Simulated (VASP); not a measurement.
# Ta (Im-3m) in VASP: notebook

Runs on Ta. Level: LDA. Tasks: single point.

Everything below comes from runs of VASP 6.6.1. Logs are shortened: lines on timing, memory, paths and dates and some standing lists are left out, and cuts for length are marked.

### Step 1. The cell of the first run

The structure is cubic, space group Im-3m (No. 229). Conventional cell: a = 3.298 Å, b = 3.298 Å, c = 3.298 Å, α = 90.00°, β = 90.00°, γ = 90.00°. Within 3.8 Å of Ta (site symmetry m-3m) lie 14 Ta at 2.86 to 3.30 Å.

### Step 2. Single point, LDA (volume scaled by 1.04)

INCAR reads:

```
PREC = Accurate
ENCUT = 520
EDIFF = 1E-7
ISMEAR = -1
SIGMA = 0.1
LREAL = False
LASPH = True
NELM = 60
ALGO = Normal
ISIF = 2
LWAVE = False
LCHARG = False
GGA = CA
NBANDS = 12
```

KPOINTS reads:

```
regular mesh
0
Gamma
  22 22 22
```

POSCAR reads:

```
Ta
1.0
   -1.6490902125      1.6490902125      1.6490902125
    1.6490902125     -1.6490902125      1.6490902125
    1.6490902125      1.6490902125     -1.6490902125
Ta
1
Direct
    0.0000000000      0.0000000000      0.0000000000
```

Potentials or basis: VASP PAW LDA potentials, release 64 (Ta_pv).

Command:

```sh
cat potpaw_LDA.64/Ta_pv/POTCAR > POTCAR
mpirun -np 1 vasp_std > vasp.out
```

OUTCAR:

```text
PREC = Accurate
   ENCUT = 520
   EDIFF = 1E-7
   ISMEAR = -1
   LREAL = False
   LASPH = True
   NELM = 60
   ISIF = 2
   GGA = CA

 ion  position               nearest neighbor table
   1  0.000  0.000  0.000-

  LATTYP: Found a body centered cubic cell.
 ALAT       =     3.2981804250

  Lattice vectors:

 A1 = (  -1.6490902125,   1.6490902125,   1.6490902125)
 A2 = (   1.6490902125,  -1.6490902125,   1.6490902125)
 A3 = (   1.6490902125,   1.6490902125,  -1.6490902125)

Analysis of symmetry for initial positions (statically):
=====================================================================
 Subroutine PRICEL returns:
 Original cell was already a primitive cell.

 Routine SETGRP: Setting up the symmetry group for a
 body centered cubic supercell.

 Subroutine GETGRP returns: Found 48 space group operations
 (whereof 48 operations were pure point group operations)
 out of a pool of 48 trial point group operations.

The static configuration has the point symmetry O_h .

Analysis of symmetry for dynamics (positions and initial velocities):
=====================================================================
 Subroutine PRICEL returns:
 Original cell was already a primitive cell.

 Routine SETGRP: Setting up the symmetry group for a
 body centered cubic supercell.

 Subroutine GETGRP returns: Found 48 space group operations
 (whereof 48 operations were pure point group operations)
 out of a pool of 48 trial point group operations.

The dynamic configuration has the point symmetry O_h .

 Subroutine INISYM returns: Found 48 space group operations
 (whereof 48 operations are pure point group operations),
 and found     1 'primitive' translations

----------------------------------------------------------------------------------------

                                     Primitive cell

  volume of cell :      17.9388

  direct lattice vectors                    reciprocal lattice vectors
    -1.649090212  1.649090212  1.649090212     0.000000000  0.303197482  0.303197482
     1.649090212 -1.649090212  1.649090212     0.303197482  0.000000000  0.303197482
     1.649090212  1.649090212 -1.649090212     0.303197482  0.303197482  0.000000000

  length of vectors
     2.856308034  2.856308034  2.856308034     0.428785991  0.428785991  0.428785991

  position of ions in fractional coordinates (direct lattice)
     0.000000000  0.000000000  0.000000000

  ion indices of the primitive-cell ions
   primitive index   ion index
                 1           1

----------------------------------------------------------------------------------------

 KPOINTS: regular mesh

Automatic generation of k-mesh.
 Grid dimensions read from file:
 generate k-points for:   22   22   22

 Generating k-lattice:

  Cartesian coordinates                     Fractional coordinates (reciprocal lattice)
     0.000000000  0.013781704  0.013781704     0.045454545  0.000000000  0.000000000
     0.013781704  0.000000000  0.013781704     0.000000000  0.045454545  0.000000000
     0.013781704  0.013781704  0.000000000     0.000000000  0.000000000  0.045454545

  Length of vectors
     0.019490272  0.019490272  0.019490272

  Shift w.r.t. Gamma in fractional coordinates (k-lattice)
     0.000000000  0.000000000  0.000000000

 Subroutine IBZKPT returns following result:
 ===========================================

 Found    328 irreducible k-points:

 Following reciprocal coordinates:
            Coordinates               Weight
  0.000000  0.000000  0.000000      1.000000
  0.045455  0.000000  0.000000     12.000000
  0.090909  0.000000  0.000000     12.000000
  0.136364  0.000000  0.000000     12.000000
  0.181818  0.000000  0.000000     12.000000
  0.227273  0.000000  0.000000     12.000000
[... 16 lines left out ...]
  0.090909  0.090909  0.000000     24.000000
  0.136364  0.090909  0.000000     48.000000
 [... further k-points ...]
   k-points           NKPTS =    328   k-points in BZ     NKDIM =    328   number of bands    NBANDS=     12
   number of dos      NEDOS =    301   number of ions     NIONS =      1
   total plane-waves  NPLWV =  13824
   dimension x,y,z NGX =    24 NGY =   24 NGZ =   24
   dimension x,y,z NGXF=    48 NGYF=   48 NGZF=   48
   ions per type =               1
   NGX,Y,Z   is equivalent  to a cutoff of  13.97, 13.97, 13.97 a.u.
   NGXF,Y,Z  is equivalent  to a cutoff of  27.94, 27.94, 27.94 a.u.
 SYSTEM =  unknown system
   PREC   = accura    normal or accurate (medium, high low for compatibility)
   ISTART =      0    job   : 0-new  1-cont  2-samecut
   ICHARG =      2    charge: 1-file 2-atom 10-const
   ISPIN  =      1    spin polarized calculation?
   LNONCOLLINEAR =      F non collinear calculations
   LSORBIT =      F    spin-orbit coupling
   LASPH  =      T    aspherical Exc in radial PAW
   ENCUT  =  520.0 eV  38.22 Ry    6.18 a.u.   5.31  5.31  5.31*2*pi/ulx,y,z
   NELM   =     60;   NELMIN=  2; NELMDL= -5     # of ELM steps
   EDIFF  = 0.1E-06   stopping-criterion for ELM
   LREAL  =      F    real-space projection
   EDIFFG = 0.1E-05   stopping-criterion for IOM
   NSW    =      0    number of steps for IOM
   IBRION =     -1    ionic relax: 0-MD 1-quasi-New 2-CG
   NFREE  =      0    steps in history (QN), initial steepest desc. (CG)
   ISIF   =      2    stress and relaxation
   ISYM   =      2    0-nonsym 1-usesym 2-fastsym
   POTIM  = 0.5000    time-step for ionic-motion
   TEBEG  =    0.0;   TEEND  =   0.0 temperature during run
   PSTRESS=    0.0 pullay stress
   NELECT =      11.0000    total number of electrons
   NUPDOWN=      -1.0000    fix difference up-down
   EMIN   =  10.00;   EMAX   =-10.00  energy-range for DOS
   EFERMI =   0.00;   METHOD = LEGACY
   ISMEAR =    -1;   SIGMA  =   0.10  broadening in eV -4-tet -1-fermi 0-gaus
   EFERMI_NEDOS =   21; number of points for ismear=-14 and -15
   IALGO  =     38    algorithm
   IMIX   =      4    mixing-type and parameters
     AMIX     =   0.40;   BMIX     =  1.00
     AMIX_MAG =   1.60;   BMIX_MAG =  1.00
  volume/ion in A,a.u.               =      17.94       121.06
  Fermi-wavevector in a.u.,A,eV,Ry     =   1.390832  2.628291 26.319292  1.934413
  Thomas-Fermi vector in A             =   2.514729
   LORBIT       =      0    0 simple, 1 ext, 2 COOP (PROOUT), +10 PAW based schemes
   GGA     = CA    functional components
   LHFCALC =     F    Hartree Fock is set to
   AEXX    =    0.0000 exact exchange contribution
   IVDW    =     0    specifies the selected vdW correction
   LEPSILON=     F    determine dielectric tensor
   LRPA    =     F    only Hartree local field effects (RPA)
 non-spin polarized calculation
  energy-cutoff  :      520.00
  volume of cell :       17.94
 maximum number of plane-waves:       496
 NGX is ok and might be reduce to    24
   NGX = 11   NGY = 11   NGZ = 11

 number of electron      11.0000002 magnetization

 Free energy of the ion-electron system (eV)
  ---------------------------------------------------
  ext. energy  EPLUGINS =         0.00000000
  ---------------------------------------------------
  free energy    TOTEN  =       -12.83369442 eV

  energy without entropy =      -12.78955452  energy(sigma->0) =      -12.81162447

 E-fermi :   5.4446     XC(G=0): -12.8163

 val. band max:        5.4423237501   @ k =   0.3182   0.0909   0.0000
 cond. band min:       5.4474062544   @ k =  -0.2273   0.2273   0.0909
 fundamental gap:      0.0050825043
 Fermi energy:         5.4446153663

 k-point     1 :       0.0000    0.0000    0.0000
  band No.  band energies     occupation
      1     -27.4488      2.00000
      2     -27.4488      2.00000
      3     -27.4488      2.00000
      4      -2.4247      2.00000
      5       6.1043      0.00273
      6       6.1043      0.00273
      7       6.1043      0.00273
      8       9.3754      0.00000
      9       9.3754      0.00000
     10      19.1377      0.00000
     11      20.5280      0.00000
     12      20.5280      0.00000

 k-point     2 :       0.0455    0.0000    0.0000
  band No.  band energies     occupation
      1     -27.4757      2.00000
      2     -27.4570      2.00000
      3     -27.4490      2.00000
      4      -2.3308      2.00000
      5       6.0436      0.00500
      6       6.0889      0.00318
      7       6.1956      0.00109
      8       9.2734      0.00000
      9       9.3754      0.00000
     10      19.1376      0.00000
     11      20.6135      0.00000
     12      20.6914      0.00000

 k-point     3 :       0.0909    0.0000    0.0000
  band No.  band energies     occupation
      1     -27.5535      2.00000
      2     -27.4810      2.00000
      3     -27.4494      2.00000
      4      -2.0555      2.00000
      5       5.8716      0.02757
      6       6.0283      0.00582
      7       6.4681      0.00007
      8       9.0316      0.00000
      9       9.3792      0.00000
     10      19.1374      0.00000
     11      20.8440      0.00000
     12      21.1705      0.00000

 k-point     4 :       0.1364    0.0000    0.0000
  band No.  band energies     occupation
      1     -27.6743      2.00000
      2     -27.5186      2.00000
      3     -27.4501      2.00000
      4      -1.6193      2.00000
      5       5.6152      0.30749
      6       5.8901      0.02297
      7       6.9159      0.00000
      8       8.7937      0.00000
      9       9.3959      0.00000
     10      19.1371      0.00000
     11      21.1262      0.00000
     12      21.9360      0.00000

 k-point     5 :       0.1818    0.0000    0.0000
  band No.  band energies     occupation
      1     -27.8262      2.00000
      2     -27.5664      2.00000
      3     -27.4510      2.00000
      4      -1.0593      2.00000
      5       5.3080      1.59341
      6       5.6663      0.19642
      7       7.5293      0.00000
      8       8.6815      0.00000
      9       9.4369      0.00000
     10      19.1367      0.00000
     11      21.2623      0.00000
     12      22.9495      0.00000

 k-point     6 :       0.2273    0.0000    0.0000
  band No.  band energies     occupation
      1     -27.9955      2.00000
      2     -27.6205      2.00000
      3     -27.4520      2.00000
      4      -0.4343      2.00000
      5       4.9834      1.98034
      6       5.4225      1.10995
      7       8.2933      0.00000
      8       8.7255      0.00000
      9       9.5119      0.00000
     10      19.1358      0.00000
     11      21.0053      0.00000
     12      22.7413      0.00000

 k-point     7 :       0.2727    0.0000    0.0000
  band No.  band energies     occupation
      1     -28.1674      2.00000
      2     -27.6763      2.00000
      3     -27.4532      2.00000
      4       0.1679      2.00000
      5       4.6692      1.99914
      6       5.2849      1.66319
      7       8.8819      0.00000
      8       9.1863      0.00000
      9       9.6256      0.00000
     10      19.1337      0.00000
     11      20.3471      0.00000
     12      21.7269      0.00000

 k-point     8 :       0.3182    0.0000    0.0000
  band No.  band energies     occupation
      1     -28.3285      2.00000
      2     -27.7293      2.00000
      3     -27.4542      2.00000
      4       0.6402      2.00000
      5       4.3875      1.99995
      6       5.3836      1.29576
      7       9.0833      0.00000
      8       9.7743      0.00000
      9      10.1748      0.00000
     10      19.1271      0.00000
     11      19.5179      0.00000
     12      20.4514      0.00000
[... 166 lines left out ...]
 k-point    20 :       0.3636    0.0455    0.0000
  band No.  band energies     occupation
      1     -28.5197      2.00000
      2     -27.8000      2.00000
      3     -27.4660      2.00000
      4       1.0550      2.00000
      5       4.0707      2.00000
      6       5.9519      0.01246
      7       9.2566      0.00000
      8      10.0831      0.00000
      9      11.8047      0.00000
     10      18.2990      0.00000
     11      18.7323      0.00000
     12      19.1739      0.00000

 k-point    21 :       0.4091    0.0455    0.0000
  band No.  band energies     occupation
      1     -28.6042      2.00000
      2     -27.8304      2.00000
      3     -27.4667      2.00000
      4       1.1088      2.00000
      5       3.9324      2.00000
      6       6.5468      0.00003
      7       9.2923      0.00000
      8      10.2344      0.00000
      9      12.6853      0.00000
     10      17.5953      0.00000
     11      18.0014      0.00000
     12      19.1525      0.00000

 k-point    22 :       0.4545    0.0455   -0.0000
  band No.  band energies     occupation
      1     -28.6478      2.00000
      2     -27.8462      2.00000
      3     -27.4671      2.00000
      4       1.1139      2.00000
      5       3.8619      2.00000
      6       6.9833      0.00000
      7       9.2346      0.00000
      8      10.3382      0.00000
      9      13.2301      0.00000
     10      17.1308      0.00000
     11      17.6725      0.00000
     12      19.1496      0.00000

 k-point    23 :       0.0909    0.0909    0.0000
  band No.  band energies     occupation
      1     -27.7413      2.00000
      2     -27.5167      2.00000
      3     -27.4744      2.00000
      4      -1.3660      2.00000
      5       5.5658      0.45882
      6       5.6718      0.18689
      7       7.2377      0.00000
      8       8.5898      0.00000
      9       9.5176      0.00000
     10      19.1370      0.00000
     11      21.3684      0.00000
     12      22.2388      0.00000

 k-point    24 :       0.1364    0.0909    0.0000
  band No.  band energies     occupation
      1     -27.8801      2.00000
      2     -27.5616      2.00000
      3     -27.4823      2.00000
      4      -0.8176      2.00000
      5       5.2880      1.65459
      6       5.4287      1.07935
      7       7.8758      0.00000
      8       8.4471      0.00000
      9       9.6379      0.00000
     10      19.1364      0.00000
     11      21.6637      0.00000
     12      22.5200      0.00000

 [... further k-points ...]
[... 5 lines left out ...]
  --------------------------------------------------------------------------------------
  -------------------------------------------------------------------------------------
  Total       -0.8283463     -0.8283463     -0.8283463     -0.0000000      0.0000000      0.0000000
  in kB      -73.9825445    -73.9825445    -73.9825445     -0.0000000      0.0000000      0.0000000
  external PRESSURE =     -73.9825445 kB  Pullay stress =       0.0000000 kB

 VOLUME and BASIS-vectors are now :
 -----------------------------------------------------------------------------
  energy-cutoff  :      520.00
  volume of cell :       17.94
      direct lattice vectors                 reciprocal lattice vectors
    -1.649090212  1.649090212  1.649090212     0.000000000  0.303197482  0.303197482
     1.649090212 -1.649090212  1.649090212     0.303197482  0.000000000  0.303197482
     1.649090212  1.649090212 -1.649090212     0.303197482  0.303197482  0.000000000

 POSITION                                       TOTAL-FORCE (eV/Angst)
 -----------------------------------------------------------------------------------
      0.00000      0.00000      0.00000        -0.000000      0.000000     -0.000000
 -----------------------------------------------------------------------------------
    total drift:                                0.000000      0.000000     -0.000000

  FREE ENERGIE OF THE ION-ELECTRON SYSTEM (eV)
  ---------------------------------------------------
  free  energy   TOTEN  =       -12.8336944193 eV

  energy  without entropy=      -12.7895545177  energy(sigma->0) =      -12.81162447
```

Run time: 23 s. Hardware: 1 thread of Intel Xeon 6975P-C (Granite Rapids), shared host; peak memory 0.18 GiB.

What came out:

- Free energy: -12.8337 eV
- Pressure: -7.4 GPa

Levels at points of the mesh, in eV from the Fermi level:
| k point | band 3 | band 4 | band 5 | band 6 | band 7 | band 8 | band 9 | band 10 |
| --- | --- | --- | --- | --- | --- | --- | --- | --- |
| (0.00, 0.00, 0.00) | -32.89 | -7.87 | 0.66 | 0.66 | 0.66 | 3.93 | 3.93 | 13.69 |
| (0.50, 0.00, 0.00) | -32.90 | -4.40 | -1.61 | 1.75 | 3.81 | 4.83 | 7.78 | 11.74 |
| (0.50, 0.50, 0.50) | -33.74 | -3.85 | -3.85 | 6.81 | 6.81 | 6.81 | 8.77 | 8.77 |

Caveat: spin-orbit coupling is left out, which moves the levels of the heavy elements.

### Step 3. Single point, LDA (volume scaled by 1.08)

INCAR reads:

```
SYSTEM = Ta
  PREC = Accurate
  ENCUT = 520
  EDIFF = 1E-7
  ISMEAR = -1
  SIGMA = 0.1
  LREAL = .False.
  LASPH = .True.
  NELM = 100
  ALGO = Normal
  ISIF = 2
  LWAVE = .False.
  LCHARG = .True.
  GGA = CA
  LELF = .True.
  LVHAR = .True.
  NBANDS = 12
```

KPOINTS reads:

```
Automatic mesh
0
Gamma
  22 22 22
  0 0 0
```

POSCAR reads:

```
Ta
1.0
   -1.6699669884      1.6699669884      1.6699669884
    1.6699669884     -1.6699669884      1.6699669884
    1.6699669884      1.6699669884     -1.6699669884
Ta
1
Direct
    0.0000000000      0.0000000000      0.0000000000
```

Potentials or basis: VASP PAW LDA potentials, release 64 (Ta_pv).

Command:

```sh
cat potpaw_LDA.64/Ta_pv/POTCAR > POTCAR
mpirun -np 1 vasp_std > vasp.out
```

Run time: 23 s. Hardware: 1 thread of Intel Xeon 6975P-C (Granite Rapids), shared host; peak memory 0.19 GiB.

It converged, with:

```yaml
Free_energy: -12.7874 eV
Pressure: -14.0 GPa
```

Levels at points of the mesh, in eV from the Fermi level:
```csv
k point,band 2,band 3,band 4,band 5,band 6,band 7,band 8,band 9,band 10,band 11
"(0.00, 0.00, 0.00)",-33.04,-33.04,-7.73,0.66,0.66,0.66,3.79,3.79,13.56,14.91
"(0.50, 0.00, 0.00)",-33.39,-33.05,-4.24,-1.50,1.58,3.65,4.63,7.41,11.14,11.86
"(0.50, 0.50, 0.50)",-33.79,-33.79,-3.64,-3.64,6.50,6.50,6.50,8.43,8.43,8.43
```

Caveat: spin-orbit coupling is left out, which moves the levels of the heavy elements.

### Step 4. Single point, LDA (volume scaled by 1.12)

INCAR reads:

```
PREC = Accurate
ENCUT = 520
EDIFF = 1E-6
ISMEAR = -1
SIGMA = 0.1
LREAL = F
LASPH = T
NELM = 60
ALGO = Normal
ISIF = 2
LWAVE = F
LCHARG = T
GGA = CA
LELF = T
LVHAR = T
NBANDS = 12
```

KPOINTS reads:

```
regular mesh
0
Gamma
  22 22 22
```

POSCAR reads:

```
Ta
1.0
   -1.6903344468      1.6903344468      1.6903344468
    1.6903344468     -1.6903344468      1.6903344468
    1.6903344468      1.6903344468     -1.6903344468
Ta
1
Direct
    0.0000000000      0.0000000000      0.0000000000
```

Command:

```sh
cat potpaw_LDA.64/Ta_pv/POTCAR > POTCAR
mpirun -np 1 vasp_std > vasp.out
```

Wall time 23 s (1 thread of Intel Xeon 6975P-C (Granite Rapids), shared host); peak memory 0.19 GiB.

It converged, with:

```yaml
Free_energy: -12.7153 eV
Pressure: -19.4 GPa
```

Levels at points of the mesh, in eV from the Fermi level:
```csv
k point,band 4,band 5,band 6,band 7,band 8,band 9
"(0.00, 0.00, 0.00)",-7.59,0.65,0.65,0.65,3.66,3.66
"(0.50, 0.00, 0.00)",-4.09,-1.41,1.43,3.50,4.43,7.06
"(0.50, 0.50, 0.50)",-3.44,-3.44,6.21,6.21,6.21,8.12
```

Caveat: spin-orbit coupling is left out, which moves the levels of the heavy elements.

### Step 5. Overview

| cell | gap on the mesh (eV) | pressure (GPa) |
| --- | --- | --- |
| a = 2.856 Å, angles 109.5°, 1 atom | none | -7.4 |
| a = 2.892 Å, angles 109.5°, 1 atom | none | -14.0 |
| a = 2.928 Å, angles 109.5°, 1 atom | none | -19.4 |

Alike in all rows: task single point; level LDA; potentials or basis VASP PAW LDA potentials, release 64 (Ta_pv); no spin polarisation; k mesh 22 × 22 × 22; cutoff (eV) 520; smearing fermi-dirac 0.1 eV.

Caveats: spin-orbit coupling is left out, which moves the levels of the heavy elements.

Absolute energies hang on the potentials; compare differences alone.
